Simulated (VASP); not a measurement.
# MnF2 (P4_2/mnm) in VASP: further runs, part 2 of 2

VASP 6.6.1. The steps go on from the part before.

## Step 3: Single point, r2SCAN+U, collinear spin, ferromagnetic start (volume scaled by 0.96)

Contents of POSCAR:

```
MnF2
1.0
    4.8053943698      0.0000000000      0.0000000000
    0.0000000000      4.8053943698      0.0000000000
    0.0000000000      0.0000000000      3.2980565872
Mn F
2 4
Direct
    0.0000000000      0.0000000000      0.0000000000
    0.5000000000      0.5000000000      0.5000000000
    0.3047781361      0.3047781361      0.0000000000
    0.1952218639      0.8047781361      0.5000000000
    0.6952218639      0.6952218639      0.0000000000
    0.8047781361      0.1952218639      0.5000000000
```

Contents of INCAR.step1:

```
SYSTEM = MnF2
PREC     = Accurate       ! precision mode
ENCUT    = 520            ! plane-wave cutoff, eV
ISMEAR   = 0              ! smearing method
SIGMA    = 0.05           ! smearing width, eV
LREAL    = .FALSE.        ! projectors in reciprocal space
LASPH    = .TRUE.         ! aspherical terms in the spheres
NELM     = 150            ! most SCF steps
ISPIN    = 2              ! spin polarisation
MAGMOM   = 4.66 4.66 0.09 0.09 0.09 0.09 ! initial moments
LMAXMIX  = 4              ! l up to which the mixer works
LDAU     = .TRUE.         ! DFT+U
LDAUTYPE = 2            
LDAUL    = 2 -1           ! shell
LDAUU    = 1.9 0          ! U, eV
LDAUJ    = 0 0          
NBANDS   = 40             ! bands
GGA      = PE             ! functional
ALGO     = Normal         ! electronic algorithm
EDIFF    = 1E-4           ! SCF threshold, eV
LWAVE    = .TRUE.         ! write WAVECAR
LCHARG   = .FALSE.        ! write CHGCAR
```

Contents of INCAR.step2:

```
SYSTEM = MnF2
PREC     = Accurate       ! precision mode
ENCUT    = 520            ! plane-wave cutoff, eV
EDIFF    = 1E-6           ! SCF threshold, eV
ISMEAR   = 0              ! smearing method
SIGMA    = 0.05           ! smearing width, eV
LREAL    = .FALSE.        ! projectors in reciprocal space
LASPH    = .TRUE.         ! aspherical terms in the spheres
NELM     = 150            ! most SCF steps
ALGO     = Normal         ! electronic algorithm
ISIF     = 2              ! what is computed and relaxed
LWAVE    = .FALSE.        ! write WAVECAR
LCHARG   = .FALSE.        ! write CHGCAR
ISPIN    = 2              ! spin polarisation
MAGMOM   = 4.66 4.66 0.09 0.09 0.09 0.09 ! initial moments
LORBIT   = 11             ! projections on sites
LMAXMIX  = 4              ! l up to which the mixer works
LDAU     = .TRUE.         ! DFT+U
LDAUTYPE = 2            
LDAUL    = 2 -1           ! shell
LDAUU    = 1.9 0          ! U, eV
LDAUJ    = 0 0          
LDAUPRINT= 1            
METAGGA  = R2SCAN         ! meta-GGA
LMIXTAU  = .TRUE.       
NBANDS   = 40             ! bands
ISTART   = 1
```

Contents of KPOINTS:

```
Automatic mesh
0
G
  6 6 8
  0 0 0
```

Potentials or basis: VASP PAW PBE potentials, release 64 (Mn_pv, F).

Run with:

```sh
> cat potpaw_PBE.64/Mn_pv/POTCAR potpaw_PBE.64/F/POTCAR > POTCAR
> cp INCAR.step1 INCAR
> mpirun -np 1 vasp_std > vasp.out
> cp INCAR.step2 INCAR
> mpirun -np 1 vasp_std > vasp.out
```

Wall time 5 min (1 thread of Intel Xeon 6975P-C (Granite Rapids), shared host); peak memory 0.35 GiB.

The run converged. Its results:

* Free energy: -58.6565 eV
* Pressure: 4.1 GPa
* Largest force: 0.006 eV/Å
* Band gap on the k mesh: 2.36 eV, direct
* Net moment: 10.00 μB per cell
* Site moments: Mn +4.67; F +0.07 μB
* Valence electrons inside the program's atomic spheres: Mn 11.27; F 6.15

Forces on the atoms (eV/Å):
```
Mn   0.000  0.000  0.000
Mn   0.000  0.000  0.000
F    0.004  0.004  0.000
F   -0.004  0.004  0.000
F   -0.004 -0.004  0.000
F    0.004 -0.004  0.000
```

Levels at points of the mesh, in eV from the valence-band top:
Spin up:
```csv
k point,band 30,band 31,band 32,band 33,band 34,band 35
"(0.00, 0.00, 0.00)",-0.66,-0.66,0.00,2.36,7.82,7.82
"(0.50, 0.00, 0.00)",-0.89,-0.81,-0.81,4.79,4.79,9.17
"(0.50, 0.50, 0.00)",-1.21,-0.66,-0.66,6.43,6.43,6.80
"(0.00, 0.00, 0.50)",-1.47,-1.13,-1.13,7.06,7.06,10.90
"(0.50, 0.00, 0.50)",-1.87,-0.35,-0.35,8.19,8.19,8.41
"(0.50, 0.50, 0.50)",-1.49,-0.92,-0.92,8.46,8.46,9.13
```
Spin down:
| k point | band 19 | band 20 | band 21 | band 22 | band 23 | band 24 | band 25 | band 26 |
| --- | --- | --- | --- | --- | --- | --- | --- | --- |
| (0.00, 0.00, 0.00) | -4.66 | -4.26 | -4.26 | -3.97 | 3.40 | 4.35 | 4.90 | 5.00 |
| (0.50, 0.00, 0.00) | -5.04 | -5.04 | -4.31 | -4.31 | 4.55 | 4.55 | 5.17 | 5.17 |
| (0.50, 0.50, 0.00) | -4.72 | -4.72 | -4.62 | -4.62 | 4.49 | 4.49 | 5.09 | 5.09 |
| (0.00, 0.00, 0.50) | -4.94 | -4.94 | -4.68 | -4.68 | 4.92 | 4.92 | 4.96 | 4.96 |
| (0.50, 0.00, 0.50) | -4.71 | -4.71 | -4.50 | -4.50 | 4.59 | 4.59 | 5.02 | 5.02 |
| (0.50, 0.50, 0.50) | -4.48 | -4.48 | -4.37 | -4.37 | 4.93 | 4.93 | 4.96 | 4.96 |

Eigenvalues of the final occupation matrices:
```csv
site,spin,trace,eigenvalues
site 1 d,1,4.81,0.94 0.95 0.95 0.98 0.99
site 1 d,2,0.17,0.01 0.01 0.02 0.06 0.07
site 2 d,1,4.81,0.94 0.95 0.95 0.98 0.99
site 2 d,2,0.17,0.01 0.01 0.02 0.06 0.07
```

Caveat: the PAW data sets were made with another functional, which shifts forces and pressure a little; only a ferromagnetic start was run, and an antiferromagnetic order may lie lower in energy.

## Step 4: Single point, PBE+U, collinear spin, ferromagnetic start

Contents of INCAR:

```
SYSTEM = MnF2
PREC = Accurate
ENCUT = 520
EDIFF = 1E-6
ISMEAR = 0
SIGMA = 0.05
LREAL = .False.
LASPH = .True.
NELM = 150
ALGO = Normal
ISIF = 2
LWAVE = .False.
LCHARG = .True.
ISPIN = 2
MAGMOM = 5 5 0 0 0 0
LORBIT = 11
LMAXMIX = 4
LDAU = .True.
LDAUTYPE = 2
LDAUL = 2 -1
LDAUU = 3.9 0
LDAUJ = 0 0
LDAUPRINT = 1
GGA = PE
LELF = .True.
LVHAR = .True.
NBANDS = 40
```

Contents of KPOINTS:

```
Automatic mesh
0
Gamma
  3 3 4
  0 0 0
```

Contents of POSCAR:

```
MnF2
1.0
    4.8733996648      0.0000000000      0.0000000000
    0.0000000000      4.8733996648      0.0000000000
    0.0000000000      0.0000000000      3.3098997723
Mn F
2 4
Direct
    0.0000000000      0.0000000000      0.0000000000
    0.5000000000      0.5000000000      0.5000000000
    0.3050000000      0.3050000000      0.0000000000
    0.1950000000      0.8050000000      0.5000000000
    0.6950000000      0.6950000000      0.0000000000
    0.8050000000      0.1950000000      0.5000000000
```

Run with:

```sh
> cat potpaw_PBE.64/Mn_pv/POTCAR potpaw_PBE.64/F/POTCAR > POTCAR
> mpirun -np 1 vasp_std > vasp.out
```

Run time: 57 s. Hardware: 1 thread of Oxide Virtual Turin-like, shared host; peak memory 0.19 GiB.

The run converged. Its results:

* Free energy: -37.8383 eV
* Pressure: 4.9 GPa
* Largest force: 0.036 eV/Å
* Band gap on the k mesh: 2.41 eV, direct
* Net moment: 10.00 μB per cell
* Site moments: Mn +4.69; F +0.06 μB
* Valence electrons inside the program's atomic spheres: Mn 11.26; F 6.11

Forces on the atoms (eV/Å):
```
Mn   0.000  0.000  0.000
Mn   0.000  0.000  0.000
F   -0.025 -0.025  0.000
F    0.025 -0.025  0.000
F    0.025  0.025  0.000
F   -0.025  0.025  0.000
```

Stress tensor (GPa, compression positive):
```
4.73 0.00 0.00
0.00 4.73 0.00
0.00 0.00 5.30
```

Levels at points of the mesh, in eV from the valence-band top:
Spin up:
```
           k point  band 29  band 30  band 31  band 32  band 33  band 34  band 35  band 36
(0.00, 0.00, 0.00)    -1.66    -0.58    -0.58     0.00     2.41     7.79     7.79     9.05
(0.00, 0.00, 0.50)    -1.44    -1.44    -1.19    -1.19     7.01     7.01    10.83    10.83
```
Spin down:
| k point | band 19 | band 20 | band 21 | band 22 | band 23 | band 24 | band 25 | band 26 |
| --- | --- | --- | --- | --- | --- | --- | --- | --- |
| (0.00, 0.00, 0.00) | -3.76 | -3.37 | -3.37 | -3.07 | 3.29 | 4.57 | 5.02 | 5.20 |
| (0.00, 0.00, 0.50) | -3.97 | -3.97 | -3.75 | -3.75 | 5.11 | 5.11 | 5.14 | 5.14 |

Eigenvalues of the final occupation matrices:
```
    site  spin  trace               eigenvalues
site 1 d     1   4.81  0.95 0.95 0.95 0.98 0.99
site 1 d     2   0.16  0.01 0.01 0.01 0.06 0.06
site 2 d     1   4.81  0.95 0.95 0.95 0.98 0.99
site 2 d     2   0.16  0.01 0.01 0.01 0.06 0.06
```

Caveat: the k points lie up to 0.47 Å⁻¹ apart; only a ferromagnetic start was run, and an antiferromagnetic order may lie lower in energy. The state reached can hang on the start; a lower one may exist.

## Step 5: Overview

| level | U | cell | k mesh | gap on the mesh (eV) | pressure (GPa) | moment (μB) | largest force (eV/Å) |
| --- | --- | --- | --- | --- | --- | --- | --- |
| revPBE+D4+U | Mn d U = 3.9 eV | a = 4.844, b = 4.844, c = 3.351 Å, 6 atoms | 6 × 6 × 8 | 2.56 | 4.3 | 10.00 | 0.02 |
| r2SCAN+U | Mn d U = 1.9 eV | a = 4.805, b = 4.805, c = 3.298 Å, 6 atoms | 6 × 6 × 8 | 2.36 | 4.1 | 10.00 | 0.01 |
| PBE+U | Mn d U = 3.9 eV | a = 4.873, b = 4.873, c = 3.310 Å, 6 atoms | 3 × 3 × 4 | 2.41 | 4.9 | 10.00 | 0.04 |

Alike in all rows: task single point; potentials or basis VASP PAW PBE potentials, release 64 (Mn_pv, F); spin collinear, ferromagnetic start; cutoff (eV) 520; smearing gaussian 0.05 eV.

Caveats: some runs use coarse meshes; only a ferromagnetic start was run, and an antiferromagnetic order may lie lower in energy; the PAW data sets were made with another functional, which shifts forces and pressure a little (some runs).

Absolute energies hang on the potentials; compare differences alone.
